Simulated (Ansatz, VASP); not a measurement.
# One calculation of CuI, two programs

INCAR

```
SYSTEM = CuI
ALGO     = Normal         ! electronic algorithm
EDIFF    = 1E-6           ! SCF threshold, eV
ENCUT    = 520            ! plane-wave cutoff, eV
ISIF     = 2              ! what is computed and relaxed
ISMEAR   = -1             ! smearing method
LASPH    = .True.         ! aspherical terms in the spheres
LCHARG   = .True.         ! write CHGCAR
LELF     = .True.         ! ELF
LREAL    = .False.        ! projectors in reciprocal space
LVHAR    = .True.       
LWAVE    = .False.        ! write WAVECAR
NBANDS   = 16             ! bands
NELM     = 60             ! most SCF steps
PREC     = Accurate       ! precision mode
SIGMA    = 0.05           ! smearing width, eV
```

KPOINTS

```
k-points
0
Gamma
  12 12 12
  0 0 0
```

File POSCAR:

```
CuI
1.0
    0.0000000000      3.0395164954      3.0395164954
    3.0395164954      0.0000000000      3.0395164954
    3.0395164954      3.0395164954      0.0000000000
Cu I
1 1
Direct
    0.0000000000      0.0000000000      0.0000000000
    0.2500000000      0.2500000000      0.2500000000
```

Input for Ansatz:

```yaml
crystal:
  lattice:
    - [0.0, 3.0395164954, 3.0395164954]
    - [3.0395164954, 0.0, 3.0395164954]
    - [3.0395164954, 3.0395164954, 0.0]
  atoms:
    - { symbol: Cu, position: [0.0, 0.0, 0.0] }
    - { symbol: I, position: [0.25, 0.25, 0.25] }
kpoints:
  mp_grid: { grid: [12, 12, 12] }
  band_path:
    path:
      - [0.0, 0.0, 0.0]
      - [-0.5, -0.5, 0.0]
      - [-0.375, -0.375, 0.25]
      - [-0.375, 0.0, 0.375]
      - [0.0, 0.0, 0.0]
      - [0.0, 0.0, 0.5]
      - [-0.5, -0.25, 0.25]
      - [-0.5, -0.5, 0.0]
    npoints: 5
scf:
  occupations: { method: fermi_dirac, width: 0.05 }
hamiltonian:
  xc: lda
  pseudopotentials: { kind: all_electron, lapw: { basis_error: 0.001 } }
output:
  forces: true
  stress: true
  eigenvalues: true
```

Alike in both runs: task single point; functional LDA; k mesh 12 × 12 × 12; occupations fermi-dirac, width 0.05 eV; no spin polarisation.

```csv
,VASP,Ansatz
version,VASP 6.6.1,Ansatz 0.2.0
potentials or method,"VASP PAW LDA potentials, release 64 (Cu, I), cutoff 520 eV","all-electron LAPW, scalar-relativistic"
```

|  | VASP | Ansatz | Ansatz less VASP |
| --- | --- | --- | --- |
| pressure (GPa) | -4.5 | -4.7 | -0.13 |

LDA's correlation is that of Perdew and Zunger in VASP and of Perdew and Wang (1992) in Ansatz. Ansatz ran all-electron here, and VASP with PAW potentials.

Neither program's run includes spin-orbit coupling.
